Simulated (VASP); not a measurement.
Input of a VASP 6.6.1 run:

Contents of INCAR:

```
  PREC = Accurate
  ENCUT = 520
  EDIFF = 1E-7
  ISMEAR = -1
  SIGMA = 0.05
  LREAL = False
  LASPH = True
  NELM = 60
  ALGO = Normal
  ISIF = 2
  LWAVE = False
  LCHARG = False
  GGA = PE
  NBANDS = 16
```

The input KPOINTS:

```
Automatic mesh
0
Gamma
  10 10 6
```

The input POSCAR:

```
AlN
1.0
    3.0840572785      0.0000000000      0.0000000000
   -1.5420286392      2.6708719499      0.0000000000
    0.0000000000      0.0000000000      4.9280831810
Al N
2 2
Direct
    0.6666666667      0.3333333333      0.4987747418
    0.3333333333      0.6666666667     -0.0012252582
    0.6666666667      0.3333333333      0.8812252582
    0.3333333333      0.6666666667      0.3812252582
```

Potentials or basis: VASP PAW PBE potentials, release 64 (Al, N).

Run with:

```sh
$ cat potpaw_PBE.64/Al/POTCAR potpaw_PBE.64/N/POTCAR > POTCAR
$ mpirun -np 1 vasp_std > vasp.out
```

(1) Estimate the band gap on the k mesh.

(2) What does it give for the pressure?

## Answers

(1) 4.44 eV.

(2) 9.9 GPa.

Caveat: the cell stands under pressure.
